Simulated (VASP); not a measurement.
# ZnO (P6_3/mmc) in VASP: a series of runs, part 2 of 2

VASP 6.6.1. Earlier steps stand in the parts before.

**3. Single point, PBE+D3(BJ)**

This run uses another cell than the first one, of the same volume but with other edges.

The input, INCAR:

```
SYSTEM = ZnO
ALGO     = Normal         ! electronic algorithm
EDIFF    = 1E-6           ! SCF threshold, eV
ENCUT    = 520            ! plane-wave cutoff, eV
GGA      = PE             ! functional
ISIF     = 2              ! what is computed and relaxed
ISMEAR   = 0              ! smearing method
IVDW     = 12             ! dispersion correction
LASPH    = .TRUE.         ! aspherical terms in the spheres
LCHARG   = .FALSE.        ! write CHGCAR
LREAL    = .FALSE.        ! projectors in reciprocal space
LWAVE    = .FALSE.        ! write WAVECAR
NBANDS   = 26             ! bands
NELM     = 60             ! most SCF steps
PREC     = Accurate       ! precision mode
SIGMA    = 0.05           ! smearing width, eV
```

The input, KPOINTS:

```
k-points
0
G
  12 12 6
  0 0 0
```

The input, POSCAR:

```
ZnO
1.0
    3.5184882447      0.0000000000      0.0000000000
   -1.7592441223      3.0471002028      0.0000000000
    0.0000000000      0.0000000000      5.3161523479
Zn O
2 2
Direct
    0.0000000000      0.0000000000      0.7500000000
    0.0000000000      0.0000000000      0.2500000000
    0.3333333333      0.6666666667      0.2500000000
    0.6666666667      0.3333333333      0.7500000000
```

Potentials or basis: VASP PAW PBE potentials, release 64 (Zn, O).

Run with:

```
$ cat potpaw_PBE.64/Zn/POTCAR potpaw_PBE.64/O/POTCAR > POTCAR
$ mpirun -np 1 vasp_std > vasp.out
```

OUTCAR:

```text
SYSTEM = ZnO
   EDIFF = 1E-6
   ENCUT = 520
   GGA = PE
   ISIF = 2
   ISMEAR = 0
   IVDW = 12
   LASPH = .TRUE.
   LREAL = .FALSE.
   NELM = 60
   PREC = Accurate
 IVDW          = 12

 ion  position               nearest neighbor table
   1  0.000  0.000  0.750-   4 2.03   4 2.03   4 2.03   2 2.66   2 2.66
   2  0.000  0.000  0.250-   3 2.03   3 2.03   3 2.03   1 2.66   1 2.66
   3  0.333  0.667  0.250-   2 2.03   2 2.03   2 2.03
   4  0.667  0.333  0.750-   1 2.03   1 2.03   1 2.03

  LATTYP: Found a hexagonal cell.
 ALAT       =     3.5184882447
 C/A-ratio  =     1.5109194569

  Lattice vectors:

 A1 = (   3.5184882447,   0.0000000000,   0.0000000000)
 A2 = (  -1.7592441223,   3.0471002028,   0.0000000000)
 A3 = (   0.0000000000,   0.0000000000,   5.3161523479)

Analysis of symmetry for initial positions (statically):
=====================================================================
 Subroutine PRICEL returns:
 Original cell was already a primitive cell.

 Routine SETGRP: Setting up the symmetry group for a
 hexagonal supercell.

 Subroutine GETGRP returns: Found 24 space group operations
 (whereof 12 operations were pure point group operations)
 out of a pool of 24 trial point group operations.

The static configuration has the point symmetry D_3d.
 The point group associated with its full space group is D_6h.

Analysis of symmetry for dynamics (positions and initial velocities):
=====================================================================
 Subroutine PRICEL returns:
 Original cell was already a primitive cell.

 Routine SETGRP: Setting up the symmetry group for a
 hexagonal supercell.

 Subroutine GETGRP returns: Found 24 space group operations
 (whereof 12 operations were pure point group operations)
 out of a pool of 24 trial point group operations.

The dynamic configuration has the point symmetry D_3d.
[... 120 lines left out ...]
   EFERMI_NEDOS =   21; number of points for ismear=-14 and -15
   IALGO  =     38    algorithm
   IMIX   =      4    mixing-type and parameters
     AMIX     =   0.40;   BMIX     =  1.00
     AMIX_MAG =   1.60;   BMIX_MAG =  1.00
  volume/ion in A,a.u.               =      14.25        96.16
  Fermi-wavevector in a.u.,A,eV,Ry     =   1.404631  2.654368 26.844134  1.972988
  Thomas-Fermi vector in A             =   2.527173
   LORBIT       =      0    0 simple, 1 ext, 2 COOP (PROOUT), +10 PAW based schemes
   GGA     = PE    functional components
   LHFCALC =     F    Hartree Fock is set to
   AEXX    =    0.0000 exact exchange contribution
   IVDW    =    12    specifies the selected vdW correction
   LEPSILON=     F    determine dielectric tensor
   LRPA    =     F    only Hartree local field effects (RPA)
 non-spin polarized calculation
 Gauss-broadening in eV      SIGMA  =   0.05
  energy-cutoff  :      520.00
  volume of cell :       57.00
 maximum number of plane-waves:      1580
 NGX is ok and might be reduce to    28

 number of electron      36.0000000 magnetization

 Free energy of the ion-electron system (eV)
  ---------------------------------------------------
  ext. energy  EPLUGINS =         0.00000000
  ---------------------------------------------------
  free energy    TOTEN  =       -16.07106265 eV

  energy without entropy =      -16.07088783  energy(sigma->0) =      -16.07097524

 E-fermi :  -0.3321     XC(G=0): -10.0738

 val. band max:       -0.3822033635   @ k =   0.0000   0.0000   0.0000
 cond. band min:       0.3151229092   @ k =   0.0000   0.0000   0.1667
 fundamental gap:      0.6973262727
 Fermi energy:        -0.3321279623

 k-point     1 :       0.0000    0.0000    0.0000
  band No.  band energies     occupation
      1     -16.9945      2.00000
      2     -16.5156      2.00000
      3      -6.2091      2.00000
      4      -6.0628      2.00000
      5      -6.0628      2.00000
      6      -5.9150      2.00000
[... 685 lines left out ...]
     25      12.2834      0.00000
     26      13.7577      0.00000

 [... further k-points ...]

------------------------ aborting loop because EDIFF is reached ----------------------------------------

 Edisp (eV)   -0.75516

 E8    (eV) :    -0.2881

  FORCE on cell =-STRESS in cart. coord.  units (eV):
  Direction    XX          YY          ZZ          XY          YZ          ZX
  --------------------------------------------------------------------------------------
  -------------------------------------------------------------------------------------
  Total      -8.87757    -8.87757     1.97075    -0.00000     0.00000     0.00000
  in kB    -249.55403  -249.55403    55.39905    -0.00000     0.00000     0.00000
  external pressure =     -147.90 kB  Pullay stress =        0.00 kB

 VOLUME and BASIS-vectors are now :
 -----------------------------------------------------------------------------
  energy-cutoff  :      520.00
  volume of cell :       57.00
      direct lattice vectors                 reciprocal lattice vectors
     3.518488245  0.000000000  0.000000000     0.284212972  0.164090436  0.000000000
    -1.759244122  3.047100203  0.000000000     0.000000000  0.328180871  0.000000000
     0.000000000  0.000000000  5.316152348     0.000000000  0.000000000  0.188105971

 POSITION                                       TOTAL-FORCE (eV/Angst)
 -----------------------------------------------------------------------------------
      0.00000      0.00000      3.98711        -0.000000     -0.000000     -0.000000
      0.00000      0.00000      1.32904         0.000000      0.000000     -0.000000
     -0.00000      2.03140      1.32904        -0.000000      0.000000     -0.000000
      1.75924      1.01570      3.98711         0.000000      0.000000      0.000000
 -----------------------------------------------------------------------------------
    total drift:                                0.000000     -0.000000     -0.000000

  FREE ENERGIE OF THE ION-ELECTRON SYSTEM (eV)
  ---------------------------------------------------
  free  energy   TOTEN  =       -16.8262242991 eV

  energy  without entropy=      -16.8260494825  energy(sigma->0) =      -16.82613689
```

stdout:

```text
POSCAR found type information on POSCAR ZnO
 POSCAR found :  2 types and       4 ions
 scaLAPACK will be used
 LDA part: xc-table for (Slater+PW92), standard interpolation
 POSCAR, INCAR and KPOINTS ok, starting setup
 FFT: planning ... GRIDC
 FFT: planning ... GRID_SOFT
 FFT: planning ... GRID
 WAVECAR not read
 entering main loop
```

Run time: 2.9 min. Hardware: 1 thread of Intel Xeon 8259CL, shared host; peak memory 0.24 GiB.

Results:

| Property | Result |
| --- | --- |
| Free energy | -16.8262 eV |
| Pressure | -14.8 GPa |
| Band gap on the k mesh | zero (filled and empty bands touch) |
| Dispersion energy per atom | -0.189 eV |

Stress tensor (GPa, compression positive):
```
-24.96   0.00   0.00
  0.00 -24.96   0.00
  0.00   0.00   5.54
```

Caveat: the stress differs along the axes, from -25 to 6 GPa; semilocal functionals underestimate gaps, and a narrow one can read as zero.

**4. Single point, PBE+D3(BJ)**

This run uses another cell than the first one, of the same volume but with other edges.

The input, INCAR:

```
SYSTEM = ZnO
PREC = Accurate
ENCUT = 520
EDIFF = 1E-6
ISMEAR = 0
SIGMA = 0.05
LREAL = .FALSE.
LASPH = .TRUE.
NELM = 60
ALGO = Normal
ISIF = 2
LWAVE = .FALSE.
LCHARG = .FALSE.
GGA = PE
IVDW = 12
NBANDS = 26
```

The input, KPOINTS:

```
Automatic mesh
0
G
  12 12 6
  0 0 0
```

The input, POSCAR:

```
ZnO
1.0
    2.9927583368      0.0000000000      0.0000000000
   -1.4963791684      2.5918047471      0.0000000000
    0.0000000000      0.0000000000      7.3479523016
Zn O
2 2
Direct
    0.0000000000      0.0000000000      0.7500000000
    0.0000000000      0.0000000000      0.2500000000
    0.3333333333      0.6666666667      0.2500000000
    0.6666666667      0.3333333333      0.7500000000
```

Run with:

```
$ cat potpaw_PBE.64/Zn/POTCAR potpaw_PBE.64/O/POTCAR > POTCAR
$ mpirun -np 1 vasp_std > vasp.out
```

Wall time 2.4 min (1 thread of Intel Xeon 8259CL, shared host); peak memory 0.24 GiB.

Results (log left out):

* Free energy: -15.8327 eV
* Pressure: 39.0 GPa
* Band gap on the k mesh: 0.72 eV
* Dispersion energy per atom: -0.182 eV

Stress tensor (GPa, compression positive):
```
59.65  0.00  0.00
 0.00 59.65  0.00
 0.00  0.00 -2.25
```

Levels at points of the mesh, in eV from the valence-band top:
| k point | band 14 | band 15 | band 16 | band 17 | band 18 | band 19 | band 20 | band 21 | band 22 | band 23 |
| --- | --- | --- | --- | --- | --- | --- | --- | --- | --- | --- |
| (0.00, 0.00, 0.00) | -4.03 | -0.01 | -0.01 | 0.00 | 0.00 | 0.72 | 3.66 | 4.26 | 10.01 | 10.17 |
| (0.50, 0.00, 0.00) | -4.37 | -2.81 | -2.76 | -2.03 | -1.96 | 4.43 | 6.18 | 6.39 | 7.74 | 9.07 |
| (0.00, 0.00, 0.50) | -4.63 | 0.00 | 0.00 | 0.00 | 0.00 | 1.77 | 1.77 | 6.68 | 6.68 | 14.46 |
| (0.50, 0.00, 0.50) | -4.54 | -2.78 | -2.78 | -1.97 | -1.97 | 4.96 | 4.96 | 7.57 | 7.57 | 9.12 |

Caveat: the stress differs along the axes, from -2 to 60 GPa; semilocal functionals underestimate gaps, and a narrow one can read as zero. A k mesh can miss the band edges.

**5. The runs side by side**

| cell | gap on the mesh (eV) | pressure (GPa) |
| --- | --- | --- |
| a = 3.214, b = 3.214, c = 6.373 Å, angles 90.0, 90.0, 120.0°, 4 atoms | 0.76 | 6.3 |
| a = 3.518, b = 3.518, c = 5.316 Å, angles 90.0, 90.0, 120.0°, 4 atoms | none | -14.8 |
| a = 2.993, b = 2.993, c = 7.348 Å, angles 90.0, 90.0, 120.0°, 4 atoms | 0.72 | 39.0 |

Alike in all rows: task single point; level PBE+D3(BJ); potentials or basis VASP PAW PBE potentials, release 64 (Zn, O); no spin polarisation; k mesh 12 × 12 × 6; cutoff (eV) 520; smearing gaussian 0.05 eV.

Caveats: semilocal functionals underestimate gaps, and a narrow one can read as zero; the stress differs along the axes, from -1 to 10 GPa (at least some runs); the stress differs along the axes, from -25 to 6 GPa (at least some runs); the stress differs along the axes, from -2 to 60 GPa (at least some runs).

Total energies depend on the potentials used, so only differences within one code and one set of settings carry meaning.

The gap in the log of VASP goes by the Fermi energy; the results here count the filled bands.